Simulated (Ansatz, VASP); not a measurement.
# GaN in VASP and in Ansatz

```
Ga N
1.0
     2.51130    0.00000    0.00000
    -1.25565    2.17485    0.00000
     0.00000    0.00000    4.73538
Ga N
2 2
Direct
  0.33333 0.66667 0.01991
  0.66667 0.33333 0.51991
  0.33333 0.66667 0.35609
  0.66667 0.33333 0.85609
```

Change from the starting cell: volume scaled by 0.55, crystal datasets.

Alike in both runs: task single point; functional PBE; k mesh 13 × 13 × 7; occupations fermi-dirac, width 0.1 eV; no spin polarisation.

|  | VASP | Ansatz |
| --- | --- | --- |
| version | VASP 6.6.1 | Ansatz 0.2.0 |
| potentials or method | VASP PAW PBE potentials, release 64 (Ga_d, N), cutoff 520 eV | all-electron PAW with datasets made for the crystal, scalar-relativistic |

Ansatz gave:

- pressure (GPa): 347.9
- traceless stress, the component that is largest in VASP (GPa): 0.10
- rms of the force components (eV/Å): 0.025

**Question.** What did VASP give for the same quantities?

**Answer.** Pressure (GPa): 345.7; traceless stress, the component that is largest in VASP (GPa): -1.73; rms of the force components (eV/Å): 0.023.

Atom by atom the forces differ by 0.001 eV/Å (rms over components). Both programs put the cell under a high pressure, so it lies far from rest at this level. Ansatz ran all-electron here, and VASP with PAW potentials.

Noted on VASP's run: the cell as given lies far from equilibrium.
